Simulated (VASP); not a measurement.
Crystal: LiSc3.

```
Li Sc
1.0
     2.84600    0.00000    0.00000
    -1.42300    2.46471    0.00000
     0.00000    0.00000    9.11423
Li Sc
1 3
Cartesian
  0.0000 0.0000 4.5571
  0.0000 0.0000 0.0000
  1.4230 0.8216 6.8155
  1.4230 0.8216 2.2987
```

The cell was generated, and may not be a known phase.

```yaml
Program: VASP 6.6.1
Task: relaxation of cell and atoms
Functional: PBE
Potentials_or_basis: VASP PAW PBE potentials, release 64 (Li_sv, Sc_sv)
Cutoff: 600 eV
k_mesh: 8 × 8 × 2
Occupations: gaussian, width 0.2 eV
Spin: no spin polarisation
```

At the start: pressure 31.6 GPa; volume 15.98 Å³/atom.

Task: How do energy, volume and symmetry change on relaxing?

Result: Over 8 steps the energy falls by 593.8 meV/atom and the volume is 23.73 Å³/atom (+48.4 %); space group P-6m2 (No. 187, to 0.1 Å) before and after.

The path:
```csv
step,energy change (eV),largest force (eV/Å),pressure (GPa),volume (Å³)
1,0.0000,0.8808,31.57,63.93
2,-2.3386,0.3189,-1.41,97.73
3,-2.3542,0.2442,0.29,94.01
4,-2.3544,0.2580,-0.05,94.69
5,-2.3630,0.2162,-0.09,94.90
6,-2.3726,0.1006,-0.18,95.41
7,-2.3726,0.0922,-0.19,95.44
8,-2.3751,0.0552,0.14,94.90
```

Final structure:
```yaml
crystal:
  lattice:
    - [3.28016, 0.00000, 0.00000]
    - [-1.64008, 2.84070, 0.00000]
    - [0.00000, 0.00000, 10.18483]
  atoms:
    - { symbol: Li, position: [0.00000, 0.00000, 0.50000] }
    - { symbol: Sc, position: [0.00000, 0.00000, 0.00000] }
    - { symbol: Sc, position: [0.66667, 0.33333, 0.74868] }
    - { symbol: Sc, position: [0.66667, 0.33333, 0.25132] }
```

Caveat: the cutoff is under 1.25 times the usual one of these potentials, so pressure, stress and relaxed cells hold a basis-set (Pulay) error; the volume moved by over 15 % at a fixed basis, so the end points are rough; the relaxation stopped at a loose force limit of 0.08 eV/Å, so its end isn't a converged minimum.
